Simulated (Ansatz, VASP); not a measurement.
MgBe2SeO2 in VASP and in Ansatz

```xyz
6
Lattice="2.4320 -7.8924 0.0000 2.4320 7.8924 0.0000 0.0000 0.0000 2.4879" Properties=species:S:1:pos:R:3 pbc="T T T"
Mg    2.4320    0.0000    0.0000
Be    2.4320    3.9600    0.0000
Be    2.4320   -3.9600    0.0000
Se    0.0000    0.0000    1.2439
O     1.2160    3.9462    1.2439
O     1.2160   -3.9462    1.2439
```

Change from the starting cell: species swapped into the CeB2Ir2Rh type (Cmmm, No. 65).

Alike in both runs: task single point; functional PBE; k mesh 4 × 4 × 8; occupations gaussian, width 0.1 eV; collinear spin.

|  | VASP | Ansatz |
| --- | --- | --- |
| version | VASP 6.6.1 | Ansatz 0.2.0 |
| potentials or method | VASP PAW PBE potentials, release 64 (Mg, Be, Se, O), cutoff 520 eV | scalar-relativistic, plane waves, PAW |
| valence electrons in the cell | 24 | 42 |

```csv
,VASP,Ansatz,Ansatz less VASP
gap on the k mesh at the Fermi level (eV),none,none,-
pressure (GPa),1.0,0.9,-0.11
"traceless stress, the component that is largest in VASP (GPa)",6.93,6.78,-0.149
rms of the force components (eV/Å),0.030,0.030,-0.0003
net moment per atom (μB),0.00,0.00,0.000
```

Atom by atom the forces differ by 0.000 eV/Å (rms over components). A gap of «none» marks a metal or a gap that the smearing closes. The functional is the same, so the differences come from potentials, cutoffs and numerics. VASP's potentials hold 24 valence electrons a cell and Ansatz's 42, so a difference there can come from the potentials and not from the codes. Ansatz's warnings: seeded moment not kept.
